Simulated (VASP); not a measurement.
Input of a VASP 6.6.1 run:

Contents of INCAR:

```
SYSTEM = In4Ge
PREC = Accurate
ENCUT = 600
EDIFF = 1E-6
ISMEAR = 0
SIGMA = 0.1
LREAL = .False.
LASPH = .True.
NELM = 80
ALGO = Fast
ISIF = 3
LWAVE = .False.
LCHARG = .False.
GGA = PE
IBRION = 2
NSW = 100
EDIFFG = -0.01
```

Contents of KPOINTS:

```
regular mesh
0
Gamma
  8 8 8
  0 0 0
```

Contents of POSCAR:

```
In4Ge
1.0
    5.4964566784      0.0000000000      0.0000000000
    0.0000000000      5.4964566784      0.0000000000
    0.0000000000      0.0000000000      5.4964566784
In Ge
4 1
Direct
    0.5000000000      0.5000000000      0.5000000000
    0.5000000000      0.0000000000      0.0000000000
    0.0000000000      0.5000000000      0.0000000000
    0.0000000000      0.0000000000      0.5000000000
    0.0000000000      0.0000000000      0.0000000000
```

Potentials or basis: VASP PAW PBE potentials, release 64 (In_d, Ge_d).

Command:

```sh
$ cat potpaw_PBE.64/In_d/POTCAR potpaw_PBE.64/Ge_d/POTCAR > POTCAR
$ mpirun -np 1 vasp_std > vasp.out
```

Question: What does it give for the relaxed cell?

Answer: a = 5.464 Å, b = 5.464 Å, c = 5.464 Å, α = 90.00°, β = 90.00°, γ = 90.00°.

Question: What does it give for the relaxed volume?

Answer: 32.62 Å³/atom.

Final structure:
```
In Ge
1.0
     5.46370    0.00000    0.00000
     0.00000    5.46370    0.00000
     0.00000    0.00000    5.46370
In Ge
4 1
Direct
  0.50000 0.50000 0.50000
  0.50000 0.00000 0.00000
  0.00000 0.50000 0.00000
  0.00000 0.00000 0.50000
  0.00000 0.00000 0.00000
```
